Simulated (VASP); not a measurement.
# CsPbCl3 (Pm-3m) in VASP: a series of runs

Runs on CsPbCl3. Level: PBEsol. Tasks: single point, relaxation of cell and atoms.

All numbers are computed with VASP 6.6.1; they aren't measurements. Logs are shortened: lines on timing, memory, paths and dates and some standing lists are left out, and cuts for length are marked.

## (1) The cell of the first run

The structure is cubic, space group Pm-3m (No. 221). Conventional cell: a = 5.624 Å, b = 5.624 Å, c = 5.624 Å, α = 90.00°, β = 90.00°, γ = 90.00°. Cs (site symmetry m-3m) has 12 Cl at 3.98 Å and 8 Pb at 4.87 Å within 5.2 Å. Pb (site symmetry m-3m) has 6 Cl at 2.81 Å within 3.7 Å. Within 3.7 Å of Cl (site symmetry 4/mmm) lie 2 Pb at 2.81 Å.

## (2) Single point, PBEsol

The input, INCAR:

```
PREC = Accurate ; ENCUT = 520
EDIFF = 1E-6 ; ISMEAR = -1
SIGMA = 0.03 ; LREAL = F
LASPH = T ; NELM = 60
ALGO = Normal ; ISIF = 2
LWAVE = F ; LCHARG = F
GGA = PS ; NBANDS = 30
```

The input, KPOINTS:

```
regular mesh
0
Gamma
  4 4 4
```

The input, POSCAR:

```
CsPbCl3
1.0
    5.6242860416      0.0000000000      0.0000000000
    0.0000000000      5.6242860416      0.0000000000
    0.0000000000      0.0000000000      5.6242860416
Cs Pb Cl
1 1 3
Direct
    0.0000000000      0.0000000000      0.0000000000
    0.5000000000      0.5000000000      0.5000000000
    0.5000000000      0.5000000000      0.0000000000
    0.5000000000      0.0000000000      0.5000000000
    0.0000000000      0.5000000000      0.5000000000
```

Potentials or basis: VASP PAW PBE potentials, release 64 (Cs_sv, Pb_d, Cl).

On the command line:

```
> cat potpaw_PBE.64/Cs_sv/POTCAR potpaw_PBE.64/Pb_d/POTCAR potpaw_PBE.64/Cl/POTCAR > POTCAR
> mpirun -np 1 vasp_std > vasp.out
```

OUTCAR:

```text
PREC = Accurate
   ENCUT = 520
   EDIFF = 1E-6
   ISMEAR = -1
   LREAL = F
   LASPH = T
   NELM = 60
   ISIF = 2
   GGA = PS

 ion  position               nearest neighbor table
   1  0.000  0.000  0.000-
   2  0.500  0.500  0.500-   3 2.81   4 2.81   5 2.81   3 2.81   4 2.81   5 2.81
   3  0.500  0.500  0.000-   2 2.81   2 2.81
   4  0.500  0.000  0.500-   2 2.81   2 2.81
   5  0.000  0.500  0.500-   2 2.81   2 2.81

  LATTYP: Found a simple cubic cell.
 ALAT       =     5.6242860416

  Lattice vectors:

 A1 = (   5.6242860416,   0.0000000000,   0.0000000000)
 A2 = (   0.0000000000,   5.6242860416,   0.0000000000)
 A3 = (   0.0000000000,   0.0000000000,   5.6242860416)

Analysis of symmetry for initial positions (statically):
=====================================================================
 Subroutine PRICEL returns:
 Original cell was already a primitive cell.

 Routine SETGRP: Setting up the symmetry group for a
 simple cubic supercell.

 Subroutine GETGRP returns: Found 48 space group operations
 (whereof 48 operations were pure point group operations)
 out of a pool of 48 trial point group operations.

The static configuration has the point symmetry O_h .

Analysis of symmetry for dynamics (positions and initial velocities):
=====================================================================
 Subroutine PRICEL returns:
 Original cell was already a primitive cell.

 Routine SETGRP: Setting up the symmetry group for a
 simple cubic supercell.

 Subroutine GETGRP returns: Found 48 space group operations
 (whereof 48 operations were pure point group operations)
 out of a pool of 48 trial point group operations.

The dynamic configuration has the point symmetry O_h .

 Subroutine INISYM returns: Found 48 space group operations
 (whereof 48 operations are pure point group operations),
 and found     1 'primitive' translations

----------------------------------------------------------------------------------------

                                     Primitive cell

  volume of cell :     177.9108

  direct lattice vectors                    reciprocal lattice vectors
     5.624286042  0.000000000  0.000000000     0.177800345  0.000000000  0.000000000
     0.000000000  5.624286042  0.000000000     0.000000000  0.177800345  0.000000000
     0.000000000  0.000000000  5.624286042     0.000000000  0.000000000  0.177800345

  length of vectors
     5.624286042  5.624286042  5.624286042     0.177800345  0.177800345  0.177800345

  position of ions in fractional coordinates (direct lattice)
     0.000000000  0.000000000  0.000000000
     0.500000000  0.500000000  0.500000000
     0.500000000  0.500000000  0.000000000
     0.500000000  0.000000000  0.500000000
     0.000000000  0.500000000  0.500000000

  ion indices of the primitive-cell ions
   primitive index   ion index
                 1           1
                 2           2
                 3           3
                 4           4
                 5           5

----------------------------------------------------------------------------------------

 KPOINTS: regular mesh

Automatic generation of k-mesh.
 Grid dimensions read from file:
 generate k-points for:    4    4    4

 Generating k-lattice:

  Cartesian coordinates                     Fractional coordinates (reciprocal lattice)
     0.044450086  0.000000000  0.000000000     0.250000000  0.000000000  0.000000000
     0.000000000  0.044450086  0.000000000     0.000000000  0.250000000  0.000000000
     0.000000000  0.000000000  0.044450086     0.000000000  0.000000000  0.250000000

  Length of vectors
     0.044450086  0.044450086  0.044450086

  Shift w.r.t. Gamma in fractional coordinates (k-lattice)
     0.000000000  0.000000000  0.000000000

 Subroutine IBZKPT returns following result:
 ===========================================

 Found     10 irreducible k-points:

 Following reciprocal coordinates:
            Coordinates               Weight
  0.000000  0.000000  0.000000      1.000000
  0.250000  0.000000  0.000000      6.000000
  0.500000  0.000000  0.000000      3.000000
  0.250000  0.250000  0.000000     12.000000
  0.500000  0.250000  0.000000     12.000000
  0.500000  0.500000  0.000000      3.000000
  0.250000  0.250000  0.250000      8.000000
  0.500000  0.250000  0.250000     12.000000
  0.500000  0.500000  0.250000      6.000000
  0.500000  0.500000  0.500000      1.000000
   k-points           NKPTS =     10   k-points in BZ     NKDIM =     10   number of bands    NBANDS=     30
   number of dos      NEDOS =    301   number of ions     NIONS =      5
   total plane-waves  NPLWV =  74088
   dimension x,y,z NGX =    42 NGY =   42 NGZ =   42
   dimension x,y,z NGXF=    84 NGYF=   84 NGZF=   84
   ions per type =               1   1   3
   NGX,Y,Z   is equivalent  to a cutoff of  12.41, 12.41, 12.41 a.u.
   NGXF,Y,Z  is equivalent  to a cutoff of  24.83, 24.83, 24.83 a.u.
 SYSTEM =  unknown system
   PREC   = accura    normal or accurate (medium, high low for compatibility)
   ISTART =      0    job   : 0-new  1-cont  2-samecut
   ICHARG =      2    charge: 1-file 2-atom 10-const
   ISPIN  =      1    spin polarized calculation?
   LNONCOLLINEAR =      F non collinear calculations
   LSORBIT =      F    spin-orbit coupling
   LASPH  =      T    aspherical Exc in radial PAW
   ENCUT  =  520.0 eV  38.22 Ry    6.18 a.u.  10.46 10.46 10.46*2*pi/ulx,y,z
   NELM   =     60;   NELMIN=  2; NELMDL= -5     # of ELM steps
   EDIFF  = 0.1E-05   stopping-criterion for ELM
   LREAL  =      F    real-space projection
   EDIFFG = 0.1E-04   stopping-criterion for IOM
   NSW    =      0    number of steps for IOM
   IBRION =     -1    ionic relax: 0-MD 1-quasi-New 2-CG
   NFREE  =      0    steps in history (QN), initial steepest desc. (CG)
   ISIF   =      2    stress and relaxation
   ISYM   =      2    0-nonsym 1-usesym 2-fastsym
   POTIM  = 0.5000    time-step for ionic-motion
   TEBEG  =    0.0;   TEEND  =   0.0 temperature during run
   PSTRESS=    0.0 pullay stress
   NELECT =      44.0000    total number of electrons
   NUPDOWN=      -1.0000    fix difference up-down
   EMIN   =  10.00;   EMAX   =-10.00  energy-range for DOS
   EFERMI =   0.00;   METHOD = LEGACY
   ISMEAR =    -1;   SIGMA  =   0.03  broadening in eV -4-tet -1-fermi 0-gaus
   EFERMI_NEDOS =   21; number of points for ismear=-14 and -15
   IALGO  =     38    algorithm
   IMIX   =      4    mixing-type and parameters
     AMIX     =   0.40;   BMIX     =  1.00
     AMIX_MAG =   1.60;   BMIX_MAG =  1.00
  volume/ion in A,a.u.               =      35.58       240.12
  Fermi-wavevector in a.u.,A,eV,Ry     =   1.027602  1.941886 14.367291  1.055966
  Thomas-Fermi vector in A             =   2.161555
   LORBIT       =      0    0 simple, 1 ext, 2 COOP (PROOUT), +10 PAW based schemes
   GGA     = PS    functional components
   LHFCALC =     F    Hartree Fock is set to
   AEXX    =    0.0000 exact exchange contribution
   IVDW    =     0    specifies the selected vdW correction
   LEPSILON=     F    determine dielectric tensor
   LRPA    =     F    only Hartree local field effects (RPA)
 non-spin polarized calculation
  energy-cutoff  :      520.00
  volume of cell :      177.91
 maximum number of plane-waves:      4828
 NGX is ok and might be reduce to    42
   NGX = 21   NGY = 21   NGZ = 21

 number of electron      44.0000011 magnetization

 Free energy of the ion-electron system (eV)
  ---------------------------------------------------
  ext. energy  EPLUGINS =         0.00000000
  ---------------------------------------------------
  free energy    TOTEN  =       -18.35947025 eV

  energy without entropy =      -18.35947025  energy(sigma->0) =      -18.35947025

 E-fermi :   2.2004     XC(G=0):  -7.9627

 val. band max:        1.5832404307   @ k =   0.5000   0.5000   0.5000
 cond. band min:       3.4305299289   @ k =   0.5000   0.5000   0.5000
 fundamental gap:      1.8472894982
 Fermi energy:         2.2003692947

 k-point     1 :       0.0000    0.0000    0.0000
  band No.  band energies     occupation
      1     -19.7084      2.00000
      2     -15.1464      2.00000
      3     -15.1464      2.00000
      4     -14.9082      2.00000
      5     -14.9082      2.00000
      6     -14.9082      2.00000
[... 22 lines left out ...]
     29       7.6644      0.00000
     30       7.6644      0.00000

 k-point     2 :       0.2500    0.0000    0.0000
  band No.  band energies     occupation
      1     -19.7073      2.00000
      2     -15.1463      2.00000
      3     -15.0968      2.00000
      4     -14.9089      2.00000
      5     -14.9089      2.00000
      6     -14.9082      2.00000
[... 22 lines left out ...]
     29       6.9649      0.00000
     30       7.8408      0.00000

 k-point     3 :       0.5000    0.0000    0.0000
  band No.  band energies     occupation
      1     -19.7063      2.00000
      2     -15.1462      2.00000
      3     -15.0452      2.00000
      4     -14.9097      2.00000
      5     -14.9097      2.00000
      6     -14.9082      2.00000
[... 22 lines left out ...]
     29       7.3082      0.00000
     30       8.4268      0.00000

 k-point     4 :       0.2500    0.2500    0.0000
  band No.  band energies     occupation
      1     -19.7064      2.00000
      2     -15.1225      2.00000
      3     -15.0681      2.00000
      4     -14.9096      2.00000
      5     -14.9089      2.00000
      6     -14.9089      2.00000
[... 22 lines left out ...]
     29       7.2659      0.00000
     30       7.8366      0.00000

 k-point     5 :       0.5000    0.2500    0.0000
  band No.  band energies     occupation
      1     -19.7054      2.00000
      2     -15.1162      2.00000
      3     -15.0194      2.00000
      4     -14.9104      2.00000
      5     -14.9096      2.00000
      6     -14.9089      2.00000
[... 22 lines left out ...]
     29       7.5548      0.00000
     30       7.9049      0.00000

 k-point     6 :       0.5000    0.5000    0.0000
  band No.  band energies     occupation
      1     -19.7045      2.00000
      2     -15.0999      2.00000
      3     -14.9766      2.00000
      4     -14.9111      2.00000
      5     -14.9096      2.00000
      6     -14.9096      2.00000
[... 22 lines left out ...]
     29       7.8306      0.00000
     30       7.8307      0.00000

 k-point     7 :       0.2500    0.2500    0.2500
  band No.  band energies     occupation
      1     -19.7055      2.00000
      2     -15.0680      2.00000
      3     -15.0680      2.00000
      4     -14.9096      2.00000
      5     -14.9096      2.00000
      6     -14.9096      2.00000
[... 22 lines left out ...]
     29       7.7406      0.00000
     30       7.7406      0.00000

 k-point     8 :       0.5000    0.2500    0.2500
  band No.  band energies     occupation
      1     -19.7046      2.00000
      2     -15.0679      2.00000
      3     -15.0103      2.00000
      4     -14.9104      2.00000
      5     -14.9103      2.00000
      6     -14.9096      2.00000
[... 22 lines left out ...]
     29       7.7071      0.00000
     30       7.7458      0.00000

 k-point     9 :       0.5000    0.5000    0.2500
  band No.  band energies     occupation
      1     -19.7038      2.00000
      2     -15.0405      2.00000
      3     -14.9765      2.00000
      4     -14.9111      2.00000
      5     -14.9104      2.00000
      6     -14.9104      2.00000
[... 22 lines left out ...]
     29       7.3809      0.00000
     30       7.8164      0.00000

 k-point    10 :       0.5000    0.5000    0.5000
  band No.  band energies     occupation
      1     -19.7030      2.00000
      2     -14.9765      2.00000
      3     -14.9765      2.00000
      4     -14.9111      2.00000
      5     -14.9111      2.00000
      6     -14.9111      2.00000
[... 22 lines left out ...]
     29       7.1427      0.00000
     30       8.3922      0.00000

------------------------ aborting loop because EDIFF is reached ----------------------------------------

  FORCE on cell =-STRESS in cart. coord.  units (eV):
  Direction    XX          YY          ZZ          XY          YZ          ZX
  --------------------------------------------------------------------------------------
  -------------------------------------------------------------------------------------
  Total       -0.0245075     -0.0245075     -0.0245075      0.0000000     -0.0000000      0.0000000
  in kB       -0.2207024     -0.2207024     -0.2207024      0.0000000     -0.0000000      0.0000000
  external PRESSURE =      -0.2207024 kB  Pullay stress =       0.0000000 kB

 VOLUME and BASIS-vectors are now :
 -----------------------------------------------------------------------------
  energy-cutoff  :      520.00
  volume of cell :      177.91
      direct lattice vectors                 reciprocal lattice vectors
     5.624286042  0.000000000  0.000000000     0.177800345  0.000000000  0.000000000
     0.000000000  5.624286042  0.000000000     0.000000000  0.177800345  0.000000000
     0.000000000  0.000000000  5.624286042     0.000000000  0.000000000  0.177800345

 POSITION                                       TOTAL-FORCE (eV/Angst)
 -----------------------------------------------------------------------------------
      0.00000      0.00000      0.00000         0.000000      0.000000      0.000000
      2.81214      2.81214      2.81214         0.000000      0.000000      0.000000
      2.81214      2.81214      0.00000         0.000000      0.000000      0.000000
      2.81214      0.00000      2.81214         0.000000      0.000000      0.000000
      0.00000      2.81214      2.81214         0.000000      0.000000      0.000000
 -----------------------------------------------------------------------------------
    total drift:                                0.000000     -0.000000     -0.000000

  FREE ENERGIE OF THE ION-ELECTRON SYSTEM (eV)
  ---------------------------------------------------
  free  energy   TOTEN  =       -18.3594702483 eV

  energy  without entropy=      -18.3594702483  energy(sigma->0) =      -18.35947025
```

It took 54 s on 1 thread of Intel Xeon Platinum 8259CL at 2.50GHz (Skylake/Cascade Lake), shared host; peak memory 0.27 GiB.

Results:

| Item | Value |
| --- | --- |
| Free energy | -18.3595 eV |
| Pressure | 0.0 GPa |
| Band gap on the k mesh | 1.85 eV |

Levels at points of the mesh, in eV from the valence-band top:
| k point | band 20 | band 21 | band 22 | band 23 | band 24 | band 25 |
| --- | --- | --- | --- | --- | --- | --- |
| (0.00, 0.00, 0.00) | -2.45 | -2.45 | -2.45 | 3.26 | 4.28 | 4.28 |
| (0.50, 0.00, 0.00) | -2.56 | -2.56 | -1.65 | 2.94 | 4.64 | 5.19 |
| (0.50, 0.50, 0.00) | -2.69 | -2.14 | -0.80 | 2.44 | 2.44 | 4.86 |
| (0.50, 0.50, 0.50) | -2.13 | -2.13 | 0.00 | 1.85 | 1.85 | 1.85 |

Caveat: the PAW data sets were made with another functional, which shifts forces and pressure a little; spin-orbit coupling is left out, which moves the levels of the heavy elements.

## (3) Relaxation of cell and atoms, PBEsol

This run uses another cell than the first one, of 24.89 Å³/atom.

The input, INCAR:

```
SYSTEM = CsPbCl3
PREC = Accurate
ENCUT = 600
EDIFF = 1E-7
ISMEAR = -1
SIGMA = 0.03
LREAL = .False.
LASPH = .True.
NELM = 100
ALGO = Normal
ISIF = 3
LWAVE = .False.
LCHARG = .False.
GGA = PS
IBRION = 2
NSW = 100
EDIFFG = -0.01
```

The input, KPOINTS:

```
Automatic mesh
0
Gamma
  4 4 4
  0 0 0
```

POSCAR: that of step 2 with these lines changed.

```diff
@@ -2,5 +2,5 @@
 1.0
-    5.6242860416      0.0000000000      0.0000000000
-    0.0000000000      5.6242860416      0.0000000000
-    0.0000000000      0.0000000000      5.6242860416
+    4.9929217400      0.0000000000      0.0000000000
+    0.0000000000      4.9929217400      0.0000000000
+    0.0000000000      0.0000000000      4.9929217400
 Cs Pb Cl
```

Potentials or basis: VASP PAW PBE potentials, release 64 (Cs_sv, Pb_d, Cl).

On the command line:

```
> cat potpaw_PBE.64/Cs_sv/POTCAR potpaw_PBE.64/Pb_d/POTCAR potpaw_PBE.64/Cl/POTCAR > POTCAR
> mpirun -np 1 vasp_std > vasp.out
```

It took 3.5 min on 1 thread of Intel Xeon Platinum 8259CL at 2.50GHz (Skylake/Cascade Lake), shared host; peak memory 0.27 GiB.

The run converged. Its results:

* Free energy: -18.3443 eV
* Relaxed volume: 35.59 Å³/atom
* Relaxed cell: a = 5.625 Å, b = 5.625 Å, c = 5.625 Å, α = 90.00°, β = 90.00°, γ = 90.00°
* Space group after relaxing (to 0.1 Å): Pm-3m (No. 221)
* Energy gained by relaxing: 491.0 meV/atom
* Ionic steps: 4
* Pressure after relaxing: 0.0 GPa
* Band gap on the k mesh: 1.85 eV

Step by step:
```
step  energy change (eV)  largest force (eV/Å)  pressure (GPa)  volume (Å³)
   1              0.0000                0.0000           20.44       124.47
   2             -2.3880                0.0000           -1.52       190.90
   3             -2.4535                0.0000            0.28       175.82
   4             -2.4551                0.0000           -0.03       177.93
```

Final structure:
```
Cs Pb Cl
1.0
     5.62453    0.00000    0.00000
     0.00000    5.62453    0.00000
     0.00000    0.00000    5.62453
Cs Pb Cl
1 1 3
Direct
  0.00000 0.00000 0.00000
  0.50000 0.50000 0.50000
  0.50000 0.50000 0.00000
  0.50000 0.00000 0.50000
  0.00000 0.50000 0.50000
```

Levels at points of the mesh, in eV from the valence-band top:
```csv
k point,band 18,band 19,band 20,band 21,band 22,band 23,band 24,band 25,band 26
"(0.00, 0.00, 0.00)",-2.56,-2.56,-2.45,-2.45,-2.45,3.26,4.28,4.28,5.17
"(0.50, 0.00, 0.00)",-2.66,-2.66,-2.56,-2.56,-1.65,2.94,4.64,5.19,5.26
"(0.50, 0.50, 0.00)",-2.75,-2.75,-2.68,-2.14,-0.80,2.44,2.44,4.86,5.36
"(0.50, 0.50, 0.50)",-2.68,-2.13,-2.13,-2.13,0.00,1.85,1.85,1.85,5.04
```

Caveat: the volume moved by over 15 % at a fixed basis, so the end points are rough; the PAW data sets were made with another functional, which shifts forces and pressure a little; spin-orbit coupling is left out, which moves the levels of the heavy elements.
